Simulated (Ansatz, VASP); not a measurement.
## Two plane-wave programs on AlO5

```
CELL_PARAMETERS angstrom
4.40940 0.00000 0.00000
-2.20470 3.81865 0.00000
0.00000 0.00000 3.58769
ATOMIC_POSITIONS crystal
Al 0.00000 0.00000 0.00000
O 0.33333 0.66667 0.00000
O 0.66667 0.33333 0.00000
O 0.50000 0.00000 0.50000
O 0.50000 0.50000 0.50000
O 0.00000 0.50000 0.50000
```

Change from the starting cell: species swapped into the LaPt5 type (P6/mmm, No. 191).

Alike in both runs: task relaxation of cell and atoms; functional PBE; k mesh 6 × 6 × 6; occupations gaussian, width 0.1 eV; no spin polarisation.

|  | VASP | Ansatz |
| --- | --- | --- |
| version | VASP 6.6.1 | Ansatz 0.2.0 |
| potentials or method | VASP PAW PBE potentials, release 64 (Al, O), cutoff 600 eV | scalar-relativistic, plane waves, PAW |
| valence electrons in the cell | 33 | 33 |

|  | VASP | Ansatz | Ansatz less VASP |
| --- | --- | --- | --- |
| gap on the k mesh at the Fermi level, each at its own relaxed structure (eV) | none | none | - |
| relaxed volume (Å³/atom) | 9.10 | 11.70 | +2.602 |
| relaxed cell length with the largest relative difference (Å) | 4.937 | 6.377 | +1.4396 |

A gap of «none» marks a metal or a gap that the smearing closes. One of these differences is far larger than is usual between the two programs; its cause wasn't traced.
